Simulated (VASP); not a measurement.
A run of VASP 6.6.1 is set up as follows.

File INCAR:

```
PREC     = Accurate       # precision mode
ENCUT    = 520            # plane-wave cutoff, eV
EDIFF    = 1E-6           # SCF threshold, eV
ISMEAR   = 0              # smearing method
SIGMA    = 0.01           # smearing width, eV
LREAL    = False          # projectors in reciprocal space
LASPH    = True           # aspherical terms in the spheres
NELM     = 80             # most SCF steps
ALGO     = Normal         # electronic algorithm
ISIF     = 2              # what is computed and relaxed
LWAVE    = False          # write WAVECAR
LCHARG   = False          # write CHGCAR
GGA      = PE             # functional
NBANDS   = 17             # bands
```

File KPOINTS:

```
Automatic mesh
0
Gamma
  4 4 4
```

Contents of POSCAR:

```
TePb
1.0
    0.0816959212      3.2678368466      3.2678368466
    3.2678368466      0.0816959212      3.2678368466
    3.3495327678      3.3495327678      0.0000000000
Pb Te
1 1
Direct
    0.0000000000      0.0000000000      0.0000000000
    0.5000000000      0.5000000000      0.5000000000
```

Potentials or basis: VASP PAW PBE potentials, release 64 (Pb_d, Te).

Launch:

```console
$ cat potpaw_PBE.64/Pb_d/POTCAR potpaw_PBE.64/Te/POTCAR > POTCAR
$ mpirun -np 1 vasp_std > vasp.out
```

(1) What does it give for the band gap on the k mesh?

(2) Predict the pressure.

Results:

(1) 0.55 eV (least direct gap 0.75 eV).

(2) 0.6 GPa.

Caveat: the k points lie up to 0.42 Å⁻¹ apart; the cell differs from its parent crystal (shear xy strain +5.0%); the structure was generated, so it needn't be the stable form of TePb; spin-orbit coupling is left out, which moves the levels of the heavy elements.
